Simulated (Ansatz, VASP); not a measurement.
## One calculation of ZrC, two programs

```
Zr C
1.0
     0.00000    2.35021    2.35021
     2.35021    0.00000    2.35021
     2.35021    2.35021    0.00000
Zr C
1 1
Direct
  0.50000 0.50000 0.50000
  0.98404 0.98404 0.01596
```

Change from the starting cell: all C atoms moved +0.075 Å, as atom 2 towards its neighbour atom 1 (Zr) at 2.350 Å.

Alike in both runs: task single point; functional PBE; k mesh 18 × 18 × 18; occupations gaussian, width 0.15 eV; no spin polarisation.

|  | VASP | Ansatz |
| --- | --- | --- |
| version | VASP 6.6.1 | Ansatz 0.2.0 |
| potentials or method | VASP PAW PBE potentials, release 64 (Zr_sv, C), cutoff 520 eV | scalar-relativistic, plane waves, PAW |
| valence electrons in the cell | 16 | 16 |

```csv
,VASP,Ansatz,Ansatz less VASP
gap on the k mesh at the Fermi level (eV),none,none,-
pressure (GPa),1.9,1.6,-0.25
"traceless stress, the component that is largest in VASP (GPa)",0.98,0.98,-0.002
rms of the force components (eV/Å),0.298,0.297,-0.0011
```

Atom by atom the forces differ by 0.001 eV/Å (rms over components). A gap of «none» marks a metal or a gap that the smearing closes.
